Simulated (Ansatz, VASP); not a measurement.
# Two plane-wave programs on Si3Ge

```
CELL_PARAMETERS angstrom
0.00000 3.17257 3.17257
3.17257 0.00000 3.17257
3.17257 3.17257 0.00000
ATOMIC_POSITIONS crystal
Si 0.75000 0.75000 0.75000
Si 0.25000 0.25000 0.25000
Si 0.50000 0.50000 0.50000
Ge 0.00000 0.00000 0.00000
```

Change from the starting cell: species swapped into the Fe3Ni type (Fm-3m, No. 225).

Alike in both runs: functional PBE; k mesh 4 × 4 × 4; occupations gaussian, width 0.1 eV; no spin polarisation.

Ansatz relaxed the structure, and its values are those at the end. VASP's run is a single point on that final structure, the one shown.

```csv
,VASP,Ansatz
version,VASP 6.6.1,Ansatz 0.2.0
potentials or method,"VASP PAW PBE potentials, release 64 (Si, Ge_d), cutoff 520 eV","scalar-relativistic, plane waves, PAW"
valence electrons in the cell,26,26
```

|  | VASP | Ansatz | Ansatz less VASP |
| --- | --- | --- | --- |
| gap on the k mesh at the Fermi level (eV) | none | none | - |
| pressure (GPa) | 0.0 | 0.0 | -0.01 |

A gap of «none» marks a metal or a gap that the smearing closes.

The k mesh is coarse, so the values compare programs but aren't converged.
